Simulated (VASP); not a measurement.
# LiH in VASP: a series of runs

The runs below take LiH through single point, with PBE.

All numbers are computed with VASP 6.6.1; they aren't measurements. Logs are shortened: lines on timing, memory, paths and dates and some standing lists are left out, and cuts for length are marked.

**1. The cell of the first run**

The typed cell holds 4 atoms: a = 3.189 Å, b = 3.189 Å, c = 3.989 Å, α = 90.00°, β = 90.00°, γ = 120.00°.

**2. Single point, PBE (volume changed by -6%)**

INCAR

```
ALGO = Normal ; EDIFF = 1E-6
ENCUT = 520 ; GGA = PE
ISIF = 2 ; ISMEAR = 0
LASPH = True ; LCHARG = True
LELF = True ; LREAL = False
LVHAR = True ; LWAVE = False
NBANDS = 12 ; NELM = 60
PREC = Accurate ; SIGMA = 0.01
```

KPOINTS

```
k-points
0
Gamma
  9 9 6
```

POSCAR

```
LiH
1.0
    3.1891443503      0.0000000000      0.0000000000
   -1.5945721751      2.7618800237      0.0000000000
    0.0000000000      0.0000000000      3.9892324200
Li H
2 2
Direct
    0.3333333333      0.6666666667     -0.0625138240
    0.6666666667      0.3333333333      0.4374861760
    0.3333333333      0.6666666667      0.4375138240
    0.6666666667      0.3333333333      0.9375138240
```

Potentials or basis: VASP PAW PBE potentials, release 64 (Li_sv, H).

On the command line:

```console
$ cat potpaw_PBE.64/Li_sv/POTCAR potpaw_PBE.64/H/POTCAR > POTCAR
$ mpirun -np 1 vasp_std > vasp.out
```

OUTCAR:

```text
EDIFF = 1E-6
   ENCUT = 520
   GGA = PE
   ISIF = 2
   ISMEAR = 0
   LASPH = True
   LREAL = False
   NELM = 60
   PREC = Accurate

 ion  position               nearest neighbor table
   1  0.333  0.667  0.937-
   2  0.667  0.333  0.437-
   3  0.333  0.667  0.438-
   4  0.667  0.333  0.938-

  LATTYP: Found a hexagonal cell.
 ALAT       =     3.1891443503
 C/A-ratio  =     1.2508786000

  Lattice vectors:

 A1 = (   3.1891443503,   0.0000000000,   0.0000000000)
 A2 = (  -1.5945721751,   2.7618800237,   0.0000000000)
 A3 = (   0.0000000000,   0.0000000000,   3.9892324200)

Analysis of symmetry for initial positions (statically):
=====================================================================
 Subroutine PRICEL returns:
 Original cell was already a primitive cell.

 Routine SETGRP: Setting up the symmetry group for a
 hexagonal supercell.

 Subroutine GETGRP returns: Found 12 space group operations
 (whereof  6 operations were pure point group operations)
 out of a pool of 24 trial point group operations.

The static configuration has the point symmetry C_3v.
 The point group associated with its full space group is C_6v.

Analysis of symmetry for dynamics (positions and initial velocities):
=====================================================================
 Subroutine PRICEL returns:
 Original cell was already a primitive cell.

 Routine SETGRP: Setting up the symmetry group for a
 hexagonal supercell.

 Subroutine GETGRP returns: Found 12 space group operations
 (whereof  6 operations were pure point group operations)
 out of a pool of 24 trial point group operations.

The dynamic configuration has the point symmetry C_3v.
 The point group associated with its full space group is C_6v.

 Subroutine INISYM returns: Found 12 space group operations
 (whereof  6 operations are pure point group operations),
 and found     1 'primitive' translations

----------------------------------------------------------------------------------------

                                     Primitive cell

  volume of cell :      35.1373

  direct lattice vectors                    reciprocal lattice vectors
     3.189144350  0.000000000  0.000000000     0.313563731  0.181036104  0.000000000
    -1.594572175  2.761880024  0.000000000     0.000000000  0.362072209  0.000000000
     0.000000000  0.000000000  3.989232420     0.000000000  0.000000000  0.250674790

[... 92 lines left out ...]
   NFREE  =      0    steps in history (QN), initial steepest desc. (CG)
   ISIF   =      2    stress and relaxation
   ISYM   =      2    0-nonsym 1-usesym 2-fastsym
   POTIM  = 0.5000    time-step for ionic-motion
   TEBEG  =    0.0;   TEEND  =   0.0 temperature during run
   PSTRESS=    0.0 pullay stress
   NELECT =       8.0000    total number of electrons
   NUPDOWN=      -1.0000    fix difference up-down
   EMIN   =  10.00;   EMAX   =-10.00  energy-range for DOS
   EFERMI =   0.00;   METHOD = LEGACY
   ISMEAR =     0;   SIGMA  =   0.01  broadening in eV -4-tet -1-fermi 0-gaus
   EFERMI_NEDOS =   21; number of points for ismear=-14 and -15
   IALGO  =     38    algorithm
   IMIX   =      4    mixing-type and parameters
     AMIX     =   0.40;   BMIX     =  1.00
     AMIX_MAG =   1.60;   BMIX_MAG =  1.00
  volume/ion in A,a.u.               =       8.78        59.28
  Fermi-wavevector in a.u.,A,eV,Ry     =   0.999652  1.889068 13.596350  0.999304
  Thomas-Fermi vector in A             =   2.131956
   LORBIT       =      0    0 simple, 1 ext, 2 COOP (PROOUT), +10 PAW based schemes
   GGA     = PE    functional components
   LHFCALC =     F    Hartree Fock is set to
   AEXX    =    0.0000 exact exchange contribution
   IVDW    =     0    specifies the selected vdW correction
   LEPSILON=     F    determine dielectric tensor
   LRPA    =     F    only Hartree local field effects (RPA)
 non-spin polarized calculation
 Gauss-broadening in eV      SIGMA  =   0.01
  energy-cutoff  :      520.00
  volume of cell :       35.14
 maximum number of plane-waves:       960
 NGX is ok and might be reduce to    24
   NGX = 11   NGY = 11   NGZ = 15

 number of electron       8.0000016 magnetization

 Free energy of the ion-electron system (eV)
  ---------------------------------------------------
  ext. energy  EPLUGINS =         0.00000000
  ---------------------------------------------------
  free energy    TOTEN  =       -12.14863226 eV

  energy without entropy =      -12.14863226  energy(sigma->0) =      -12.14863226

 E-fermi :   0.2584     XC(G=0):  -8.0712

 val. band max:        0.1136953464   @ k =   0.0000   0.0000   0.0000
 cond. band min:       1.8272491723   @ k =   0.3333   0.3333   0.0000
 fundamental gap:      1.7135538259
 Fermi energy:         0.2583711198

 k-point     1 :       0.0000    0.0000    0.0000
  band No.  band energies     occupation
      1     -44.4695      2.00000
      2     -44.3980      2.00000
      3      -5.3485      2.00000
      4       0.1137      2.00000
      5       3.1302      0.00000
      6      11.1152      0.00000
      7      11.1152      0.00000
      8      11.9007      0.00000
      9      13.8943      0.00000
     10      13.8943      0.00000
     11      15.8491      0.00000
     12      18.5097      0.00000
[... 331 lines left out ...]
 k-point    24 :       0.3333    0.3333    0.1667
  band No.  band energies     occupation
      1     -44.4233      2.00000
      2     -44.4233      2.00000
      3      -2.1009      2.00000
      4      -2.1009      2.00000
      5       2.0869      0.00000
      6       8.1573      0.00000
      7       8.1573      0.00000
      8       8.2068      0.00000
      9      12.2895      0.00000
     10      12.2895      0.00000
     11      14.8494      0.00000
     12      18.7438      0.00000

 [... further k-points ...]
[... 5 lines left out ...]
  --------------------------------------------------------------------------------------
  -------------------------------------------------------------------------------------
  Total        0.4058667      0.4058667      0.4028936      0.0000000      0.0000000      0.0000000
  in kB       18.5065609     18.5065609     18.3709909      0.0000000      0.0000000      0.0000000
  external PRESSURE =      18.4613709 kB  Pullay stress =       0.0000000 kB

 VOLUME and BASIS-vectors are now :
 -----------------------------------------------------------------------------
  energy-cutoff  :      520.00
  volume of cell :       35.14
      direct lattice vectors                 reciprocal lattice vectors
     3.189144350  0.000000000  0.000000000     0.313563731  0.181036104  0.000000000
    -1.594572175  2.761880024  0.000000000     0.000000000  0.362072209  0.000000000
     0.000000000  0.000000000  3.989232420     0.000000000  0.000000000  0.250674790

 POSITION                                       TOTAL-FORCE (eV/Angst)
 -----------------------------------------------------------------------------------
     -0.00000      1.84125      3.73985        -0.000000     -0.000000      0.000059
      1.59457      0.92063      1.74523         0.000000      0.000000      0.000059
     -0.00000      1.84125      1.74534         0.000000     -0.000000     -0.000059
      1.59457      0.92063      3.73996        -0.000000      0.000000     -0.000059
 -----------------------------------------------------------------------------------
    total drift:                                0.000001      0.000001      0.000067

  FREE ENERGIE OF THE ION-ELECTRON SYSTEM (eV)
  ---------------------------------------------------
  free  energy   TOTEN  =       -12.1486322620 eV

  energy  without entropy=      -12.1486322620  energy(sigma->0) =      -12.14863226
```

Run time: 12 s. Hardware: 1 thread of Intel Xeon Platinum 8488C (Sapphire Rapids), shared host; peak memory 0.14 GiB.

Results:

| Quantity | Value |
| --- | --- |
| Free energy | -12.1486 eV |
| Band gap on the k mesh | 1.71 eV, indirect (least direct gap 3.02 eV) |

Caveat: the cutoff is under 1.25 times the usual one of these potentials, so pressure, stress and relaxed cells hold a basis-set (Pulay) error.

**3. Single point, PBE (volume changed by -3%)**

INCAR

```
SYSTEM = LiH
ALGO = Normal ; EDIFF = 1E-7
ENCUT = 520 ; GGA = PE
ISIF = 2 ; ISMEAR = 0
LASPH = .TRUE. ; LCHARG = .TRUE.
LELF = .TRUE. ; LREAL = .FALSE.
LVHAR = .TRUE. ; LWAVE = .FALSE.
NBANDS = 12 ; NELM = 80
PREC = Accurate ; SIGMA = 0.01
```

KPOINTS

```
k-points
0
G
  9 9 6
  0 0 0
```

POSCAR

```
LiH
1.0
    3.2227167579      0.0000000000      0.0000000000
   -1.6113583790      2.7909545816      0.0000000000
    0.0000000000      0.0000000000      4.0312274263
Li H
2 2
Direct
    0.3333333333      0.6666666667     -0.0625138240
    0.6666666667      0.3333333333      0.4374861760
    0.3333333333      0.6666666667      0.4375138240
    0.6666666667      0.3333333333      0.9375138240
```

Potentials or basis: VASP PAW PBE potentials, release 64 (Li_sv, H).

On the command line:

```console
$ cat potpaw_PBE.64/Li_sv/POTCAR potpaw_PBE.64/H/POTCAR > POTCAR
$ mpirun -np 1 vasp_std > vasp.out
```

OUTCAR:

```text
SYSTEM = LiH
   EDIFF = 1E-7
   ENCUT = 520
   GGA = PE
   ISIF = 2
   ISMEAR = 0
   LASPH = .TRUE.
   LREAL = .FALSE.
   NELM = 80
   PREC = Accurate

 ion  position               nearest neighbor table
   1  0.333  0.667  0.937-
   2  0.667  0.333  0.437-
   3  0.333  0.667  0.438-
   4  0.667  0.333  0.938-

  LATTYP: Found a hexagonal cell.
 ALAT       =     3.2227167579
 C/A-ratio  =     1.2508786000

  Lattice vectors:

 A1 = (   3.2227167579,   0.0000000000,   0.0000000000)
 A2 = (  -1.6113583790,   2.7909545816,   0.0000000000)
 A3 = (   0.0000000000,   0.0000000000,   4.0312274263)

Analysis of symmetry for initial positions (statically):
=====================================================================
 Subroutine PRICEL returns:
 Original cell was already a primitive cell.

 Routine SETGRP: Setting up the symmetry group for a
 hexagonal supercell.

 Subroutine GETGRP returns: Found 12 space group operations
 (whereof  6 operations were pure point group operations)
 out of a pool of 24 trial point group operations.

The static configuration has the point symmetry C_3v.
 The point group associated with its full space group is C_6v.

Analysis of symmetry for dynamics (positions and initial velocities):
=====================================================================
 Subroutine PRICEL returns:
 Original cell was already a primitive cell.

 Routine SETGRP: Setting up the symmetry group for a
 hexagonal supercell.

 Subroutine GETGRP returns: Found 12 space group operations
 (whereof  6 operations were pure point group operations)
 out of a pool of 24 trial point group operations.

The dynamic configuration has the point symmetry C_3v.
 The point group associated with its full space group is C_6v.

 Subroutine INISYM returns: Found 12 space group operations
 (whereof  6 operations are pure point group operations),
 and found     1 'primitive' translations

----------------------------------------------------------------------------------------

                                     Primitive cell

  volume of cell :      36.2587

  direct lattice vectors                    reciprocal lattice vectors
     3.222716758  0.000000000  0.000000000     0.310297204  0.179150174  0.000000000
    -1.611358379  2.790954582  0.000000000     0.000000000  0.358300349  0.000000000
     0.000000000  0.000000000  4.031227426     0.000000000  0.000000000  0.248063405

  length of vectors
     3.222716758  3.222716758  4.031227426     0.358300349  0.358300349  0.248063405

  position of ions in fractional coordinates (direct lattice)
     0.333333333  0.666666667  0.937486176
     0.666666667  0.333333333  0.437486176
     0.333333333  0.666666667  0.437513824
     0.666666667  0.333333333  0.937513824

  ion indices of the primitive-cell ions
   primitive index   ion index
                 1           1
                 2           2
                 3           3
                 4           4

----------------------------------------------------------------------------------------

 KPOINTS: k-points
[... 27 lines left out ...]
  0.222222 -0.000000  0.000000      6.000000
  0.333333 -0.000000  0.000000      6.000000
  0.444444 -0.000000  0.000000      6.000000
  0.111111  0.111111  0.000000      6.000000
[... 16 lines left out ...]
  0.333333  0.222222  0.166667     24.000000
  0.333333  0.333333  0.166667      4.000000
 [... further k-points ...]
   k-points           NKPTS =     48   k-points in BZ     NKDIM =     48   number of bands    NBANDS=     12
   number of dos      NEDOS =    301   number of ions     NIONS =      4
   total plane-waves  NPLWV =  17280
   dimension x,y,z NGX =    24 NGY =   24 NGZ =   30
   dimension x,y,z NGXF=    48 NGYF=   48 NGZF=   60
   ions per type =               2   2
   NGX,Y,Z   is equivalent  to a cutoff of  12.38, 12.38, 12.37 a.u.
   NGXF,Y,Z  is equivalent  to a cutoff of  24.76, 24.76, 24.74 a.u.
 SYSTEM =  LiH
   PREC   = accura    normal or accurate (medium, high low for compatibility)
   ISTART =      0    job   : 0-new  1-cont  2-samecut
   ICHARG =      2    charge: 1-file 2-atom 10-const
   ISPIN  =      1    spin polarized calculation?
   LNONCOLLINEAR =      F non collinear calculations
   LSORBIT =      F    spin-orbit coupling
   LASPH  =      T    aspherical Exc in radial PAW
   ENCUT  =  520.0 eV  38.22 Ry    6.18 a.u.   5.99  5.99  7.50*2*pi/ulx,y,z
   NELM   =     80;   NELMIN=  2; NELMDL= -5     # of ELM steps
   EDIFF  = 0.1E-06   stopping-criterion for ELM
   LREAL  =      F    real-space projection
   EDIFFG = 0.1E-05   stopping-criterion for IOM
   NSW    =      0    number of steps for IOM
   IBRION =     -1    ionic relax: 0-MD 1-quasi-New 2-CG
   NFREE  =      0    steps in history (QN), initial steepest desc. (CG)
   ISIF   =      2    stress and relaxation
   ISYM   =      2    0-nonsym 1-usesym 2-fastsym
   POTIM  = 0.5000    time-step for ionic-motion
   TEBEG  =    0.0;   TEEND  =   0.0 temperature during run
   PSTRESS=    0.0 pullay stress
   NELECT =       8.0000    total number of electrons
   NUPDOWN=      -1.0000    fix difference up-down
   EMIN   =  10.00;   EMAX   =-10.00  energy-range for DOS
   EFERMI =   0.00;   METHOD = LEGACY
   ISMEAR =     0;   SIGMA  =   0.01  broadening in eV -4-tet -1-fermi 0-gaus
   EFERMI_NEDOS =   21; number of points for ismear=-14 and -15
   IALGO  =     38    algorithm
   IMIX   =      4    mixing-type and parameters
     AMIX     =   0.40;   BMIX     =  1.00
     AMIX_MAG =   1.60;   BMIX_MAG =  1.00
  volume/ion in A,a.u.               =       9.06        61.17
  Fermi-wavevector in a.u.,A,eV,Ry     =   0.989238  1.869389 13.314548  0.978592
  Thomas-Fermi vector in A             =   2.120822
   LORBIT       =      0    0 simple, 1 ext, 2 COOP (PROOUT), +10 PAW based schemes
   GGA     = PE    functional components
   LHFCALC =     F    Hartree Fock is set to
   AEXX    =    0.0000 exact exchange contribution
   IVDW    =     0    specifies the selected vdW correction
   LEPSILON=     F    determine dielectric tensor
   LRPA    =     F    only Hartree local field effects (RPA)
 non-spin polarized calculation
 Gauss-broadening in eV      SIGMA  =   0.01
  energy-cutoff  :      520.00
  volume of cell :       36.26
 maximum number of plane-waves:       996
 NGX is ok and might be reduce to    24
   NGX = 11   NGY = 11   NGZ = 15

 number of electron       8.0000015 magnetization

 Free energy of the ion-electron system (eV)
  ---------------------------------------------------
  ext. energy  EPLUGINS =         0.00000000
  ---------------------------------------------------
  free energy    TOTEN  =       -12.15917743 eV

  energy without entropy =      -12.15917743  energy(sigma->0) =      -12.15917743

 E-fermi :   0.0788     XC(G=0):  -7.9729

 val. band max:       -0.0352504847   @ k =   0.0000   0.0000   0.0000
 cond. band min:       1.7438797546   @ k =   0.3333   0.3333   0.0000
 fundamental gap:      1.7791302393
 Fermi energy:         0.0788377024

 k-point     1 :       0.0000    0.0000    0.0000
  band No.  band energies     occupation
      1     -44.6353      2.00000
      2     -44.5717      2.00000
      3      -5.3733      2.00000
      4      -0.0353      2.00000
      5       3.0083      0.00000
      6      10.8102      0.00000
      7      10.8102      0.00000
      8      11.5420      0.00000
      9      13.5488      0.00000
     10      13.5488      0.00000
     11      15.3665      0.00000
     12      18.0367      0.00000
[... 331 lines left out ...]
 k-point    24 :       0.3333    0.3333    0.1667
  band No.  band energies     occupation
      1     -44.5943      2.00000
      2     -44.5943      2.00000
      3      -2.1835      2.00000
      4      -2.1835      2.00000
      5       1.9981      0.00000
      6       7.8926      0.00000
      7       7.8926      0.00000
      8       7.9875      0.00000
      9      11.9045      0.00000
     10      11.9045      0.00000
     11      14.4997      0.00000
     12      18.2399      0.00000

 [... further k-points ...]
[... 5 lines left out ...]
  --------------------------------------------------------------------------------------
  -------------------------------------------------------------------------------------
  Total        0.1704611      0.1704611      0.1676914     -0.0000000      0.0000000      0.0000000
  in kB        7.5322304      7.5322304      7.4098440     -0.0000000      0.0000000      0.0000000
  external PRESSURE =       7.4914350 kB  Pullay stress =       0.0000000 kB

 VOLUME and BASIS-vectors are now :
 -----------------------------------------------------------------------------
  energy-cutoff  :      520.00
  volume of cell :       36.26
      direct lattice vectors                 reciprocal lattice vectors
     3.222716758  0.000000000  0.000000000     0.310297204  0.179150174  0.000000000
    -1.611358379  2.790954582  0.000000000     0.000000000  0.358300349  0.000000000
     0.000000000  0.000000000  4.031227426     0.000000000  0.000000000  0.248063405

 POSITION                                       TOTAL-FORCE (eV/Angst)
 -----------------------------------------------------------------------------------
     -0.00000      1.86064      3.77922        -0.000000      0.000000     -0.000060
      1.61136      0.93032      1.76361         0.000000     -0.000000     -0.000060
     -0.00000      1.86064      1.76372         0.000000     -0.000000      0.000060
      1.61136      0.93032      3.77933         0.000000     -0.000000      0.000060
 -----------------------------------------------------------------------------------
    total drift:                                0.000000      0.000001     -0.000277

  FREE ENERGIE OF THE ION-ELECTRON SYSTEM (eV)
  ---------------------------------------------------
  free  energy   TOTEN  =       -12.1591774289 eV

  energy  without entropy=      -12.1591774289  energy(sigma->0) =      -12.15917743
```

OSZICAR:

```text
N       E                     dE             d eps       ncg     rms          rms(c)
DAV:   1     0.239247877046E+02    0.23925E+02   -0.38838E+03  1152   0.674E+02
DAV:   2    -0.816196048295E+01   -0.32087E+02   -0.31446E+02  1424   0.155E+02
DAV:   3    -0.128014709535E+02   -0.46395E+01   -0.46147E+01  2136   0.394E+01
DAV:   4    -0.128345954797E+02   -0.33125E-01   -0.33121E-01  1396   0.499E+00
DAV:   5    -0.128348459947E+02   -0.25051E-03   -0.25051E-03  1592   0.378E-01    0.456E+00
DAV:   6    -0.123072270639E+02    0.52762E+00   -0.32605E-01  1300   0.207E+00    0.226E+00
DAV:   7    -0.121491714120E+02    0.15806E+00   -0.43031E-01  1368   0.262E+00    0.408E-01
DAV:   8    -0.121594570890E+02   -0.10286E-01   -0.27862E-02  1388   0.970E-01    0.130E-01
DAV:   9    -0.121591709386E+02    0.28615E-03   -0.83532E-04  1504   0.146E-01    0.261E-02
DAV:  10    -0.121591825183E+02   -0.11580E-04   -0.89709E-05  1352   0.629E-02    0.172E-02
DAV:  11    -0.121591779137E+02    0.46047E-05   -0.91202E-06  1464   0.181E-02    0.323E-03
DAV:  12    -0.121591774273E+02    0.48635E-06   -0.96983E-07  1472   0.537E-03    0.127E-03
DAV:  13    -0.121591774289E+02   -0.15335E-08   -0.44100E-08   776   0.136E-03
   1 F= -.12159177E+02 E0= -.12159177E+02  d E =-.343971E-61
```

Wall time 13 s (1 thread of Intel Xeon Platinum 8488C (Sapphire Rapids), shared host); peak memory 0.14 GiB.

Results:

```
Free energy            : -12.1592 eV
Band gap on the k mesh : 1.78 eV, indirect (least direct gap 3.04 eV)
```

Caveat: the cutoff is under 1.25 times the usual one of these potentials, so pressure, stress and relaxed cells hold a basis-set (Pulay) error. A k mesh can miss the band edges.

(Part 1 of 2 ends here.)
